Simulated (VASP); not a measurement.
Here is a VASP 6.6.1 calculation.

INCAR

```
SYSTEM = Ni
  PREC = Accurate
  ENCUT = 600
  EDIFF = 1E-6
  ISMEAR = 0
  SIGMA = 0.1
  LREAL = .False.
  LASPH = .True.
  NELM = 150
  ALGO = Normal
  ISIF = 3
  LWAVE = .False.
  LCHARG = .False.
  ISPIN = 2
  MAGMOM = 0.78
  LORBIT = 11
  LMAXMIX = 4
  IBRION = 2
  NSW = 100
  EDIFFG = -0.005
```

File KPOINTS:

```
Automatic mesh
0
Gamma
  20 20 20
  0 0 0
```

POSCAR

```
Ni
1.0
    0.0000000000      1.7122918576      1.7122918576
    1.7122918576      0.0000000000      1.7122918576
    1.7122918576      1.7122918576      0.0000000000
Ni
1
Direct
    0.0000000000      0.0000000000      0.0000000000
```

Potentials or basis: VASP PAW LDA potentials, release 64 (Ni).

Command:

```console
$ cat potpaw_LDA.64/Ni/POTCAR > POTCAR
$ mpirun -np 1 vasp_std > vasp.out
```

Problem. Estimate the relaxed cell.

Solution. a = 2.420 Å, b = 2.420 Å, c = 2.420 Å, α = 60.00°, β = 60.00°, γ = 60.00°.

Problem. What does it give for the relaxed volume?

Solution. 10.03 Å³/atom.

Problem. Predict the net moment.

Solution. 0.60 μB per cell.

Final structure:
```cif
data_structure
_symmetry_space_group_name_H-M 'P 1'
_symmetry_Int_Tables_number 1
_cell_length_a 2.4204
_cell_length_b 2.4204
_cell_length_c 2.4204
_cell_angle_alpha 60.000
_cell_angle_beta 60.000
_cell_angle_gamma 60.000
_cell_volume 10.03
loop_
_atom_site_label
_atom_site_type_symbol
_atom_site_fract_x
_atom_site_fract_y
_atom_site_fract_z
_atom_site_occupancy
Ni1 Ni 0.00000 0.00000 0.00000 1
```
